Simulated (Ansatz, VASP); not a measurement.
## Pd in VASP and in Ansatz

```
Pd
1.0
     0.00000    1.98304    1.98304
     1.98304    0.00000    1.98304
     1.98304    1.98304    0.00000
Pd
1
Direct
  0.00000 0.00000 0.00000
```

Change from the starting cell: volume scaled by 1.06.

Alike in both runs: task single point; functional PBEsol; k mesh 18 × 18 × 18; occupations fermi-dirac, width 0.05 eV; no spin polarisation.

|  | VASP | Ansatz |
| --- | --- | --- |
| version | VASP 6.6.1 | Ansatz 0.2.0 |
| potentials or method | VASP PAW PBE potentials, release 64 (Pd), cutoff 520 eV | all-electron LAPW, scalar-relativistic |

|  | VASP | Ansatz | Ansatz less VASP |
| --- | --- | --- | --- |
| pressure (GPa) | -12.0 | -11.8 | +0.19 |

VASP's potentials were made for PBE, not for PBEsol. Ansatz ran all-electron here, and VASP with PAW potentials.
